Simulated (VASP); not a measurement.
Set up this calculation in VASP 6.6.1, as the native input.

```yaml
Task: single point
Functional: LDA
Potentials_or_basis: VASP PAW LDA potentials, release 64 (Ca_sv)
Cutoff: 520 eV
k_mesh: 16 × 16 × 9
Occupations: fermi-dirac, width 0.1 eV
Spin: no spin polarisation
Dipole_correction: no
Further_INCAR_settings: ALGO = Normal; EDIFF = 1e-06; NBANDS = 17
```

The structure of Ca lies in POSCAR:

```
Ca
1.0
    3.7737110570      0.0000000000      0.0000000000
   -1.8868555285      3.2681296419      0.0000000000
    0.0000000000      0.0000000000      6.2171671237
Ca
2
Direct
    0.3333333333      0.6666666667      0.2500000000
    0.6666666667      0.3333333333      0.7500000000
```

This isn't the form of Ca at room conditions, which is fcc.

The input as run:

INCAR

```
SYSTEM = Ca
PREC = Accurate
ENCUT = 520
EDIFF = 1E-6
ISMEAR = -1
SIGMA = 0.1
LREAL = .False.
LASPH = .True.
NELM = 60
ALGO = Normal
ISIF = 2
LWAVE = .False.
LCHARG = .False.
NBANDS = 17
```

KPOINTS

```
regular mesh
0
Gamma
  16 16 9
  0 0 0
```

Potentials or basis: VASP PAW LDA potentials, release 64 (Ca_sv).

Run with:

```bash
$ cat potpaw_LDA.64/Ca_sv/POTCAR > POTCAR
$ mpirun -np 1 vasp_std > vasp.out
```

It gave:

```
Pressure               : 0.0 GPa
Band gap on the k mesh : zero (bands 10 and 11 overlap by 0.30 eV)
```

Run time: 3.3 min on 1 thread of Intel Xeon 8259CL, with other jobs on the host, peak memory 0.28 GiB.
